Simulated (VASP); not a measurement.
Wanted: the native input for a VASP 6.6.1 run.

```
Task                   : single point
Functional             : r2SCAN
Potentials or basis    : VASP PAW PBE potentials, release 64 (Si, Ti_sv, O)
Cutoff                 : 520 eV
k mesh                 : 6 × 6 × 6
Occupations            : gaussian, width 0.01 eV
Spin                   : no spin polarisation
Dipole correction      : no
Further INCAR settings : ALGO = Normal; EDIFF = 1e-07; NBANDS = 48
```

TiSi3O8:

```
Si Ti O
1.0
     3.00572   -3.05768    0.00000
     3.00572    3.05768    0.00000
     0.00000    0.00000    5.50391
Si Ti O
3 1 8
Direct
  0.50000 0.50000 0.25592
  0.50000 0.50000 0.74408
  0.00000 0.00000 0.50000
  0.00000 0.00000 0.00000
  0.20094 0.20094 0.26797
  0.79906 0.79906 0.26797
  0.68154 0.31846 0.00000
  0.31846 0.68154 0.00000
  0.20094 0.20094 0.73203
  0.79906 0.79906 0.73203
  0.69451 0.30549 0.50000
  0.30549 0.69451 0.50000
```

These files were run (other wordings do the same):

POSCAR

```
TiSi3O8
1.0
    3.0057199854     -3.0576756761      0.0000000000
    3.0057199854      3.0576756761      0.0000000000
    0.0000000000      0.0000000000      5.5039104865
Si Ti O
3 1 8
Direct
    0.5000000000      0.5000000000      0.2559215287
    0.5000000000      0.5000000000      0.7440784713
    0.0000000000      0.0000000000      0.5000000000
    0.0000000000      0.0000000000      0.0000000000
    0.2009395755      0.2009395755      0.2679688979
    0.7990604245      0.7990604245      0.2679688979
    0.6815447404      0.3184552596      0.0000000000
    0.3184552596      0.6815447404      0.0000000000
    0.2009395755      0.2009395755      0.7320311021
    0.7990604245      0.7990604245      0.7320311021
    0.6945064631      0.3054935369      0.5000000000
    0.3054935369      0.6945064631      0.5000000000
```

INCAR.step1

```
ALGO = Normal
EDIFF = 1E-4
ENCUT = 520
GGA = PE
ISMEAR = 0
LASPH = True
LCHARG = False
LREAL = False
LWAVE = True
NBANDS = 48
NELM = 80
PREC = Accurate
SIGMA = 0.01
```

INCAR.step2

```
ALGO = Normal
EDIFF = 1E-7
ENCUT = 520
ISIF = 2
ISMEAR = 0
ISTART = 1
LASPH = True
LCHARG = False
LMIXTAU = True
LREAL = False
LWAVE = False
METAGGA = R2SCAN
NBANDS = 48
NELM = 80
PREC = Accurate
SIGMA = 0.01
```

KPOINTS

```
k-points
0
Gamma
  6 6 6
```

Potentials or basis: VASP PAW PBE potentials, release 64 (Si, Ti_sv, O).

The run is started by

```console
$ cat potpaw_PBE.64/Si/POTCAR potpaw_PBE.64/Ti_sv/POTCAR potpaw_PBE.64/O/POTCAR > POTCAR
$ cp INCAR.step1 INCAR
$ mpirun -np 1 vasp_std > vasp.out
$ cp INCAR.step2 INCAR
$ mpirun -np 1 vasp_std > vasp.out
```

It gave:

| Property | Result |
| --- | --- |
| Pressure | 0.7 GPa |
| Largest force | 0.064 eV/Å |
| Band gap on the k mesh | 2.25 eV |

Caveat: the PAW data sets were made with another functional, which shifts forces and pressure a little.

Wall time 9.1 min on 1 thread of Intel(R) Xeon(R) Platinum 8488C (Sapphire Rapids) (shared host), peak memory 0.35 GiB.
